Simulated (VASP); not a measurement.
# WS2 (Cm) in VASP: single point with PBE

Aim: the single point of WS2 with PBE.

Everything below comes from runs of VASP 6.6.1. Logs are shortened: lines on timing, memory, paths and dates and some standing lists are left out, and cuts for length are marked.

## 1. The cell of the first run

Symmetry: Cm, No. 8, monoclinic system. The conventional cell has a = 5.508 Å, b = 3.180 Å, c = 12.500 Å, α = 90.00°, β = 90.00°, γ = 90.00°. W (site symmetry m) has 6 S at 2.45 Å and 6 W at 3.18 Å within 3.2 Å. Within 3.0 Å of W (site symmetry m) lie 6 S at 2.29 to 2.54 Å. S (site symmetry m) has 3 W at 2.45 Å and 7 S at 3.18 to 3.26 Å within 3.3 Å. S (site symmetry m) has 3 W at 2.45 Å and 10 S at 3.18 to 3.58 Å within 3.6 Å. S (site symmetry m) has 3 W at 2.29 to 2.54 Å within 3.0 Å. S (site symmetry m) has 3 W at 2.45 Å and 7 S at 3.18 to 3.25 Å within 3.3 Å.

## 2. Single point, PBE (one atom moved)

INCAR reads:

```
SYSTEM = WS2
PREC = Accurate
ENCUT = 520
EDIFF = 1E-6
ISMEAR = 0
SIGMA = 0.02
LREAL = .False.
LASPH = .True.
NELM = 100
ALGO = Normal
ISIF = 2
LWAVE = .False.
LCHARG = .False.
GGA = PE
NBANDS = 35
```

KPOINTS reads:

```
regular mesh
0
Gamma
  12 12 4
  0 0 0
```

POSCAR reads:

```
WS2
1.0
    3.1799996605      0.0000000000      0.0000000000
   -1.5899998303      2.7539604900      0.0000000000
    0.0000000000      0.0000000000     12.5000000000
W S
2 4
Direct
    0.3333333333      0.6666666667      0.2500000000
    0.6666666667      0.3333333333      0.7500000000
    0.3333333333      0.6666666667      0.6200000000
    0.6666666667      0.3333333333      0.1200000000
    0.3741835926      0.7483671852      0.8800000000
    0.6666666667      0.3333333333      0.3800000000
```

Potentials or basis: VASP PAW PBE potentials, release 64 (W_sv, S).

Started as:

```
$ cat potpaw_PBE.64/W_sv/POTCAR potpaw_PBE.64/S/POTCAR > POTCAR
$ mpirun -np 1 vasp_std > vasp.out
```

OUTCAR:

```text
SYSTEM = WS2
   PREC = Accurate
   ENCUT = 520
   EDIFF = 1E-6
   ISMEAR = 0
   LREAL = .False.
   LASPH = .True.
   NELM = 100
   ISIF = 2
   GGA = PE

 ion  position               nearest neighbor table
   1  0.333  0.667  0.250-   4 2.45   6 2.45   4 2.45   6 2.45   4 2.45   6 2.45
   2  0.667  0.333  0.750-   5 2.29   3 2.45   3 2.45   3 2.45   5 2.54   5 2.54
   3  0.333  0.667  0.620-   2 2.45   2 2.45   2 2.45
   4  0.667  0.333  0.120-   1 2.45   1 2.45   1 2.45
   5  0.374  0.748  0.880-   2 2.29   2 2.54   2 2.54
   6  0.667  0.333  0.380-   1 2.45   1 2.45   1 2.45

  LATTYP: Found a hexagonal cell.
 ALAT       =     3.1799996605
 C/A-ratio  =     3.9308180297

  Lattice vectors:

 A1 = (   3.1799996605,   0.0000000000,   0.0000000000)
 A2 = (  -1.5899998303,   2.7539604900,   0.0000000000)
 A3 = (   0.0000000000,   0.0000000000,  12.5000000000)

Analysis of symmetry for initial positions (statically):
=====================================================================
 Subroutine PRICEL returns:
 Original cell was already a primitive cell.

 Routine SETGRP: Setting up the symmetry group for a
 hexagonal supercell.

 Subroutine GETGRP returns: Found  2 space group operations
 (whereof  2 operations were pure point group operations)
 out of a pool of 24 trial point group operations.

The static configuration has the point symmetry C_1h.

Analysis of symmetry for dynamics (positions and initial velocities):
=====================================================================
 Subroutine PRICEL returns:
 Original cell was already a primitive cell.

 Routine SETGRP: Setting up the symmetry group for a
 hexagonal supercell.

 Subroutine GETGRP returns: Found  2 space group operations
 (whereof  2 operations were pure point group operations)
 out of a pool of 24 trial point group operations.

The dynamic configuration has the point symmetry C_1h.

 Subroutine INISYM returns: Found  2 space group operations
 (whereof  2 operations are pure point group operations),
 and found     1 'primitive' translations

----------------------------------------------------------------------------------------

                                     Primitive cell

  volume of cell :     109.4699

  direct lattice vectors                    reciprocal lattice vectors
     3.179999661  0.000000000  0.000000000     0.314465442  0.181556708  0.000000000
    -1.589999830  2.753960490  0.000000000     0.000000000  0.363113416  0.000000000
     0.000000000  0.000000000 12.500000000     0.000000000  0.000000000  0.080000000

  length of vectors
     3.179999661  3.179999661 12.500000000     0.363113416  0.363113416  0.080000000

  position of ions in fractional coordinates (direct lattice)
     0.333333333  0.666666667  0.250000000
     0.666666667  0.333333333  0.750000000
     0.333333333  0.666666667  0.620000000
     0.666666667  0.333333333  0.120000000
     0.374183593  0.748367185  0.880000000
     0.666666667  0.333333333  0.380000000

  ion indices of the primitive-cell ions
   primitive index   ion index
                 1           1
                 2           2
                 3           3
                 4           4
                 5           5
                 6           6

----------------------------------------------------------------------------------------

 KPOINTS: regular mesh

Automatic generation of k-mesh.
 Grid dimensions read from file:
 generate k-points for:   12   12    4

 Generating k-lattice:

  Cartesian coordinates                     Fractional coordinates (reciprocal lattice)
     0.026205454  0.015129726  0.000000000     0.083333333  0.000000000  0.000000000
     0.000000000  0.030259451  0.000000000     0.000000000  0.083333333  0.000000000
     0.000000000  0.000000000  0.020000000     0.000000000  0.000000000  0.250000000

  Length of vectors
     0.030259451  0.030259451  0.020000000

  Shift w.r.t. Gamma in fractional coordinates (k-lattice)
     0.000000000  0.000000000  0.000000000

 Subroutine IBZKPT returns following result:
 ===========================================

 Found    164 irreducible k-points:

 Following reciprocal coordinates:
            Coordinates               Weight
  0.000000  0.000000  0.000000      1.000000
  0.083333 -0.000000  0.000000      4.000000
  0.000000  0.083333  0.000000      2.000000
  0.166667 -0.000000  0.000000      4.000000
  0.000000  0.166667  0.000000      2.000000
  0.250000 -0.000000  0.000000      4.000000
[... 16 lines left out ...]
 -0.083333  0.416667  0.000000      4.000000
 -0.416667  0.333333  0.000000      4.000000
 [... further k-points ...]
   k-points           NKPTS =    164   k-points in BZ     NKDIM =    164   number of bands    NBANDS=     35
   number of dos      NEDOS =    301   number of ions     NIONS =      6
   total plane-waves  NPLWV =  55296
   dimension x,y,z NGX =    24 NGY =   24 NGZ =   96
   dimension x,y,z NGXF=    48 NGYF=   48 NGZF=  192
   ions per type =               2   4
   NGX,Y,Z   is equivalent  to a cutoff of  12.55, 12.55, 12.77 a.u.
   NGXF,Y,Z  is equivalent  to a cutoff of  25.09, 25.09, 25.54 a.u.
 SYSTEM =  WS2
   PREC   = accura    normal or accurate (medium, high low for compatibility)
   ISTART =      0    job   : 0-new  1-cont  2-samecut
   ICHARG =      2    charge: 1-file 2-atom 10-const
   ISPIN  =      1    spin polarized calculation?
   LNONCOLLINEAR =      F non collinear calculations
   LSORBIT =      F    spin-orbit coupling
   LASPH  =      T    aspherical Exc in radial PAW
   ENCUT  =  520.0 eV  38.22 Ry    6.18 a.u.   5.91  5.91 23.24*2*pi/ulx,y,z
   NELM   =    100;   NELMIN=  2; NELMDL= -5     # of ELM steps
   EDIFF  = 0.1E-05   stopping-criterion for ELM
   LREAL  =      F    real-space projection
   EDIFFG = 0.1E-04   stopping-criterion for IOM
   NSW    =      0    number of steps for IOM
   IBRION =     -1    ionic relax: 0-MD 1-quasi-New 2-CG
   NFREE  =      0    steps in history (QN), initial steepest desc. (CG)
   ISIF   =      2    stress and relaxation
   ISYM   =      2    0-nonsym 1-usesym 2-fastsym
   POTIM  = 0.5000    time-step for ionic-motion
   TEBEG  =    0.0;   TEEND  =   0.0 temperature during run
   PSTRESS=    0.0 pullay stress
   NELECT =      52.0000    total number of electrons
   NUPDOWN=      -1.0000    fix difference up-down
   EMIN   =  10.00;   EMAX   =-10.00  energy-range for DOS
   EFERMI =   0.00;   METHOD = LEGACY
   ISMEAR =     0;   SIGMA  =   0.02  broadening in eV -4-tet -1-fermi 0-gaus
   EFERMI_NEDOS =   21; number of points for ismear=-14 and -15
   IALGO  =     38    algorithm
   IMIX   =      4    mixing-type and parameters
     AMIX     =   0.40;   BMIX     =  1.00
     AMIX_MAG =   1.60;   BMIX_MAG =  1.00
  volume/ion in A,a.u.               =      18.24       123.12
  Fermi-wavevector in a.u.,A,eV,Ry     =   1.277353  2.413848 22.199692  1.631631
  Thomas-Fermi vector in A             =   2.409958
   LORBIT       =      0    0 simple, 1 ext, 2 COOP (PROOUT), +10 PAW based schemes
   GGA     = PE    functional components
   LHFCALC =     F    Hartree Fock is set to
   AEXX    =    0.0000 exact exchange contribution
   IVDW    =     0    specifies the selected vdW correction
   LEPSILON=     F    determine dielectric tensor
   LRPA    =     F    only Hartree local field effects (RPA)
 non-spin polarized calculation
 Gauss-broadening in eV      SIGMA  =   0.02
  energy-cutoff  :      520.00
  volume of cell :      109.47
 maximum number of plane-waves:      2976
   NGX = 11   NGY = 11   NGZ = 47

 number of electron      52.0000006 magnetization

 Free energy of the ion-electron system (eV)
  ---------------------------------------------------
  ext. energy  EPLUGINS =         0.00000000
  ---------------------------------------------------
  free energy    TOTEN  =       -46.91872657 eV

  energy without entropy =      -46.91872657  energy(sigma->0) =      -46.91872657

 E-fermi :   7.0904     XC(G=0): -10.8527

 val. band max:        6.9665593808   @ k =   0.0000   0.0000   0.0000
 cond. band min:       7.9287361159   @ k =  -0.3333   0.1667   0.0000
 fundamental gap:      0.9621767351
 Fermi energy:         7.0903601811

 k-point     1 :       0.0000    0.0000    0.0000
  band No.  band energies     occupation
      1     -67.5712      2.00000
      2     -67.5554      2.00000
      3     -31.7882      2.00000
      4     -31.7843      2.00000
      5     -31.6202      2.00000
      6     -31.6199      2.00000
[... 27 lines left out ...]
     34       9.8097      0.00000
     35      11.8472      0.00000

 k-point     2 :       0.0833   -0.0000    0.0000
  band No.  band energies     occupation
      1     -67.5701      2.00000
      2     -67.5543      2.00000
      3     -31.7844      2.00000
      4     -31.7804      2.00000
      5     -31.6421      2.00000
      6     -31.6315      2.00000
[... 27 lines left out ...]
     34       9.9425      0.00000
     35      12.3543      0.00000

 k-point     3 :       0.0000    0.0833    0.0000
  band No.  band energies     occupation
      1     -67.5701      2.00000
      2     -67.5543      2.00000
      3     -31.7842      2.00000
      4     -31.7804      2.00000
      5     -31.6423      2.00000
      6     -31.6386      2.00000
[... 27 lines left out ...]
     34       9.6990      0.00000
     35      12.3336      0.00000
[... 723 lines left out ...]
 k-point    23 :      -0.0833    0.4167    0.0000
  band No.  band energies     occupation
      1     -67.5568      2.00000
      2     -67.5409      2.00000
      3     -31.8927      2.00000
      4     -31.8925      2.00000
      5     -31.7358      2.00000
      6     -31.7334      2.00000
[... 27 lines left out ...]
     34      11.3752      0.00000
     35      12.3405      0.00000

 k-point    24 :      -0.4167    0.3333    0.0000
  band No.  band energies     occupation
      1     -67.5568      2.00000
      2     -67.5411      2.00000
      3     -31.8923      2.00000
      4     -31.8759      2.00000
      5     -31.7383      2.00000
      6     -31.7334      2.00000
[... 27 lines left out ...]
     34      11.0928      0.00000
     35      12.3908      0.00000

 [... further k-points ...]
[... 5 lines left out ...]
  --------------------------------------------------------------------------------------
  -------------------------------------------------------------------------------------
  Total       -1.6292526     -0.5483909     -3.7307014      0.0000000     -3.4934575      0.0000000
  in kB      -23.8453779     -8.0261277    -54.6017150      0.0000000    -51.1294660      0.0000000
  external PRESSURE =     -28.8244069 kB  Pullay stress =       0.0000000 kB

 VOLUME and BASIS-vectors are now :
 -----------------------------------------------------------------------------
  energy-cutoff  :      520.00
  volume of cell :      109.47
      direct lattice vectors                 reciprocal lattice vectors
     3.179999661  0.000000000  0.000000000     0.314465442  0.181556708  0.000000000
    -1.589999830  2.753960490  0.000000000     0.000000000  0.363113416  0.000000000
     0.000000000  0.000000000 12.500000000     0.000000000  0.000000000  0.080000000

 POSITION                                       TOTAL-FORCE (eV/Angst)
 -----------------------------------------------------------------------------------
     -0.00000      1.83597      3.12500        -0.000000      0.011403     -0.001614
      1.59000      0.91799      9.37500        -0.000000      2.213776     -0.593964
     -0.00000      1.83597      7.75000         0.000000     -0.000826      1.027952
      1.59000      0.91799      1.50000        -0.000000      0.015067      1.057151
     -0.00000      2.06097     11.00000         0.000000     -2.234811     -0.435192
      1.59000      0.91799      4.75000         0.000000     -0.004609     -1.054332
 -----------------------------------------------------------------------------------
    total drift:                                0.000000      0.000007      0.000020

  FREE ENERGIE OF THE ION-ELECTRON SYSTEM (eV)
  ---------------------------------------------------
  free  energy   TOTEN  =       -46.9187265717 eV

  energy  without entropy=      -46.9187265717  energy(sigma->0) =      -46.91872657
```

Wall time 7.2 min (1 thread of Intel Xeon Platinum 8259CL at 2.50GHz (Skylake/Cascade Lake), shared host); peak memory 0.57 GiB.

What came out:

| Property | Result |
| --- | --- |
| Free energy | -46.9187 eV |
| Pressure | -2.9 GPa |
| Largest force | 2.292 eV/Å |
| Band gap on the k mesh | 0.96 eV (least direct gap 1.75 eV) |

Forces on the atoms (eV/Å):
```
W    0.000  0.011 -0.002
W    0.000  2.214 -0.594
S    0.000 -0.001  1.028
S    0.000  0.015  1.057
S    0.000 -2.235 -0.435
S    0.000 -0.005 -1.054
```

Caveat: the cell differs from its parent crystal (one atom moved); spin-orbit coupling is left out, which moves the levels of the heavy elements; this functional lacks dispersion, which binds layers or chains, so the pressure and a relaxed spacing across them are unreliable; forces of over 1 eV/Å act on the atoms, so gaps and moduli don't describe the material at rest. A k mesh can miss the band edges.
